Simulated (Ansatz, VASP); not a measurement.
# As: VASP beside Ansatz

File INCAR:

```
SYSTEM = As
PREC = Accurate
ENCUT = 520
EDIFF = 1E-8
ISMEAR = -1
SIGMA = 0.05
LREAL = .False.
LASPH = .True.
NELM = 60
ALGO = Normal
ISIF = 2
LWAVE = .False.
LCHARG = .False.
GGA = PE
LEFG = .True.
NBANDS = 8
```

KPOINTS

```
Automatic mesh
0
Gamma
  16 16 16
  0 0 0
```

The input POSCAR:

```
As
1.0
   -1.6726808083      1.6726808083      1.6726808083
    1.6726808083     -1.6726808083      1.6726808083
    1.6726808083      1.6726808083     -1.6726808083
As
1
Direct
    0.0000000000      0.0000000000      0.0000000000
```

Input for Ansatz:

```yaml
crystal:
  lattice:
    - [-1.6726808083, 1.6726808083, 1.6726808083]
    - [1.6726808083, -1.6726808083, 1.6726808083]
    - [1.6726808083, 1.6726808083, -1.6726808083]
  atoms:
    - { symbol: As, position: [0.0, 0.0, 0.0] }
kpoints:
  mp_grid: { grid: [16, 16, 16] }
scf:
  occupations: { method: fermi_dirac, width: 0.05 }
hamiltonian:
  xc: pbe
  pseudopotentials: { kind: paw }
output:
  forces: true
  stress: true
  eigenvalues: true
  efg: { contact_densities: true }
```

Change from the starting cell: volume scaled by 0.98, PAW files.

Alike in both runs: task electric field gradients; functional PBE; k mesh 16 × 16 × 16; occupations fermi-dirac, width 0.05 eV; no spin polarisation.

|  | VASP | Ansatz |
| --- | --- | --- |
| version | VASP 6.6.1 | Ansatz 0.2.0 |
| potentials or method | VASP PAW PBE potentials, release 64 (As) | PAW with Ansatz's default frozen-core files, scalar-relativistic |
| plane-wave cutoff (eV) | 520 | 420 |
| valence electrons in the cell | 5 | 15 |

```tsv
	VASP	Ansatz	Ansatz less VASP
pressure (GPa)	1.7	1.6	-0.09
```

VASP's potentials hold 5 valence electrons a cell and Ansatz's 15, so a difference there can come from the potentials and not from the codes.
